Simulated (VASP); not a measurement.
# GaAs (F-43m) in VASP: a series of runs, part 2 of 2

VASP 6.6.1.

## Step 3: Vibrations by perturbation theory, LDA

INCAR

```
ALGO = Normal
EDIFF = 1E-8
ENCUT = 520
IBRION = 8
ISIF = 2
ISMEAR = 0
LASPH = True
LCHARG = False
LEPSILON = True
LREAL = False
LWAVE = False
NBANDS = 16
NELM = 80
NSW = 1
PREC = Accurate
SIGMA = 0.01
```

KPOINTS

```
k-points
0
Gamma
  8 8 8
```

POSCAR

```
GaAs
1.0
    0.0000000000      2.8014227801      2.8014227801
    2.8014227801      0.0000000000      2.8014227801
    2.8014227801      2.8014227801      0.0000000000
Ga As
1 1
Direct
    0.0000000000      0.0000000000      0.0000000000
    0.7500000000      0.7500000000      0.7500000000
```

Potentials or basis: VASP PAW LDA potentials, release 64 (Ga_d, As).

The run is started by

```sh
$ cat potpaw_LDA.64/Ga_d/POTCAR potpaw_LDA.64/As/POTCAR > POTCAR
$ mpirun -np 1 vasp_std > vasp.out
```

OUTCAR:

```text
EDIFF = 1E-8
   ENCUT = 520
   IBRION = 8
   ISIF = 2
   ISMEAR = 0
   LASPH = True
   LEPSILON = True
   LREAL = False
   NELM = 80
   NSW = 1
   PREC = Accurate

 ion  position               nearest neighbor table
   1  0.000  0.000  0.000-   2 2.43   2 2.43   2 2.43   2 2.43
   2  0.750  0.750  0.750-   1 2.43   1 2.43   1 2.43   1 2.43

  LATTYP: Found a face centered cubic cell.
 ALAT       =     5.6028455602

  Lattice vectors:

 A1 = (   0.0000000000,   2.8014227801,   2.8014227801)
 A2 = (   2.8014227801,   0.0000000000,   2.8014227801)
 A3 = (   2.8014227801,   2.8014227801,   0.0000000000)

Analysis of symmetry for initial positions (statically):
=====================================================================
 Subroutine PRICEL returns:
 Original cell was already a primitive cell.

 Routine SETGRP: Setting up the symmetry group for a
 face centered cubic supercell.

 Subroutine GETGRP returns: Found 24 space group operations
 (whereof 24 operations were pure point group operations)
 out of a pool of 48 trial point group operations.

The static configuration has the point symmetry T_d .

Analysis of symmetry for dynamics (positions and initial velocities):
=====================================================================
 Subroutine PRICEL returns:
 Original cell was already a primitive cell.

 Routine SETGRP: Setting up the symmetry group for a
 face centered cubic supercell.

 Subroutine GETGRP returns: Found 24 space group operations
 (whereof 24 operations were pure point group operations)
 out of a pool of 48 trial point group operations.

The dynamic configuration has the point symmetry T_d .

 Subroutine INISYM returns: Found 24 space group operations
 (whereof 24 operations are pure point group operations),
 and found     1 'primitive' translations

----------------------------------------------------------------------------------------

                                     Primitive cell

  volume of cell :      43.9710

  direct lattice vectors                    reciprocal lattice vectors
     0.000000000  2.801422780  2.801422780    -0.178480736  0.178480736  0.178480736
     2.801422780  0.000000000  2.801422780     0.178480736 -0.178480736  0.178480736
     2.801422780  2.801422780  0.000000000     0.178480736  0.178480736 -0.178480736

  length of vectors
     3.961810090  3.961810090  3.961810090     0.309137703  0.309137703  0.309137703

  position of ions in fractional coordinates (direct lattice)
     0.000000000  0.000000000  0.000000000
     0.750000000  0.750000000  0.750000000

  ion indices of the primitive-cell ions
   primitive index   ion index
                 1           1
                 2           2

[... 645 lines left out ...]
--------------------------------------- Ionic step        4  -------------------------------------------

------------------------ aborting loop because EDIFF is reached ----------------------------------------

[... ionic steps 5 to 6 ...]

--------------------------------------- Ionic step        7  -------------------------------------------

 Free energy of the ion-electron system (eV)
  ---------------------------------------------------
  ---------------------------------------------------
  free energy    TOTEN  =        -0.04455081 eV

  energy without entropy =       -0.04455081

------------------------ aborting loop because EDIFF is reached ----------------------------------------

 INTERNAL STRAIN TENSOR  FOR ION    2  DIRECTION 1   (eV/Angst):
 -----------------------------------------------------------------------------
    -0.01141  0.00000  0.00000
     0.00000  0.00765  7.41499
     0.00000  7.41499  0.00765

 MACROSCOPIC STATIC DIELECTRIC TENSOR (including local field effects in DFT)
 ------------------------------------------------------
          28.528913    -0.000000    -0.000000
           0.000000    28.528913    -0.000000
           0.000000     0.000000    28.528913
 ------------------------------------------------------

 PIEZOELECTRIC TENSOR (including local field effects)  for field in x, y, z        (e  Angst)
          XX          YY          ZZ          XY          YZ          ZX
  --------------------------------------------------------------------------------
  x    -0.00000     0.00000    -0.00000     0.00000     2.67681     0.00000
  y     0.00000     0.00000    -0.00000     0.00000     0.00000     2.67681
  z    -0.00000    -0.00000    -0.00000     2.67681     0.00000     0.00000

 PIEZOELECTRIC TENSOR (including local field effects)  for field in x, y, z        (C/m^2)
          XX          YY          ZZ          XY          YZ          ZX
  --------------------------------------------------------------------------------
  x    -0.00000     0.00000    -0.00000     0.00000     0.97535     0.00000
  y     0.00000     0.00000    -0.00000     0.00000     0.00000     0.97535
  z    -0.00000    -0.00000    -0.00000     0.97535     0.00000     0.00000

 BORN EFFECTIVE CHARGES (including local field effects) (in |e|, cummulative output)
 ---------------------------------------------------------------------------------
 ion    1
    1     2.21889    -0.00000     0.00000
    2     0.00000     2.21889    -0.00000
    3     0.00000    -0.00000     2.21889
 ion    2
    1    -2.21889     0.00000    -0.00000
    2     0.00000    -2.21889     0.00000
    3     0.00000     0.00000    -2.21889

 INTERNAL STRAIN TENSOR FOR ION    2 for displacements in x,y,z  (eV/Angst):
          X           Y           Z          XY          YZ          ZX
  --------------------------------------------------------------------------------
  x     0.00000     0.00000     0.00000     0.00000     7.41499     0.00000
  y     0.00000     0.00000     0.00000     0.00000     0.00000     7.41499
  z     0.00000     0.00000     0.00000     7.41499     0.00000     0.00000

 SECOND DERIVATIVES (NOT SYMMETRIZED)
 ------------------------------------
               1X          1Y          1Z          2X          2Y          2Z
  1X    -9.794780    0.000000    0.000000    9.794780    0.000000    0.000000
  1Y     0.000000   -9.794780    0.000000    0.000000    9.794780    0.000000
  1Z     0.000000    0.000000   -9.794780    0.000000    0.000000    9.794780
  2X     9.738240    0.000000    0.000000   -9.738240    0.000000    0.000000
  2Y     0.000000    9.738240    0.000000    0.000000   -9.738240    0.000000
  2Z     0.000000    0.000000    9.738240    0.000000    0.000000   -9.738240

 Eigenvectors and eigenvalues of the dynamical matrix
 ----------------------------------------------------

   1 f  =    8.130223 THz    51.083699 2PiTHz  271.195057 cm-1    33.623887 meV
             X         Y         Z           dx          dy          dz
      0.000000  0.000000  0.000000     0.000000    0.720706    0.000000
      4.202134  4.202134  4.202134     0.000000   -0.693241    0.000000
[... 21 lines left out ...]
   6 f/i=    0.011758 THz     0.073877 2PiTHz    0.392200 cm-1     0.048627 meV
             X         Y         Z           dx          dy          dz
      0.000000  0.000000  0.000000     0.000000    0.000000   -0.693241
      4.202134  4.202134  4.202134     0.000000    0.000000   -0.720706

--------------------------------------------------------------------------------------------------------

 MACROSCOPIC STATIC DIELECTRIC TENSOR IONIC CONTRIBUTION
 ------------------------------------------------------
           2.074585    -0.000000     0.000000
          -0.000000     2.074585    -0.000000
           0.000000    -0.000000     2.074585
 ------------------------------------------------------

 ELASTIC MODULI CONTR FROM IONIC RELAXATION (kBar)
 Direction    XX          YY          ZZ          XY          YZ          ZX
 --------------------------------------------------------------------------------
 XX          -0.0000     -0.0000      0.0000     -0.0000      0.0000     -0.0000
 YY          -0.0000     -0.0000     -0.0000     -0.0000     -0.0000     -0.0000
 ZZ           0.0000     -0.0000     -0.0000      0.0000     -0.0000     -0.0000
 XY          -0.0000     -0.0000      0.0000   -203.2801      0.0000      0.0000
 YZ           0.0000     -0.0000     -0.0000      0.0000   -203.2801      0.0000
 ZX          -0.0000     -0.0000     -0.0000      0.0000      0.0000   -203.2801
 --------------------------------------------------------------------------------

 PIEZOELECTRIC TENSOR IONIC CONTR  for field in x, y, z        (C/m^2)
          XX          YY          ZZ          XY          YZ          ZX
  --------------------------------------------------------------------------------
  x     0.00000    -0.00000    -0.00000    -0.00000    -0.61106     0.00000
  y    -0.00000    -0.00000    -0.00000     0.00000     0.00000    -0.61106
  z    -0.00000    -0.00000     0.00000    -0.61106     0.00000     0.00000
```

Run time: 12 min. Hardware: 1 thread of Intel Xeon Platinum 8375C at 2.90GHz (Ice Lake), shared host; peak memory 0.3 GiB.

Results:

| Property | Result |
| --- | --- |
| Electronic dielectric tensor (diagonal) | 28.53 |
| Born charges (mean of the diagonal) | Ga +2.22; As -2.22 e |
| Highest phonon frequency at Γ, LO-TO splitting left out | 271 cm⁻¹ |

Phonon frequencies in cm⁻¹ (negative: imaginary):
```csv
q point,frequencies
"(0.000, 0.000, 0.000)",0 0 0 271 271 271
```

Electronic dielectric tensor:
```
28.53  0.00  0.00
 0.00 28.53  0.00
 0.00  0.00 28.53
```

Born effective charge tensors (e):
atom 1, Ga
```
2.22 0.00 0.00
0.00 2.22 0.00
0.00 0.00 2.22
```
atom 2, As
```
-2.22  0.00  0.00
 0.00 -2.22  0.00
 0.00  0.00 -2.22
```
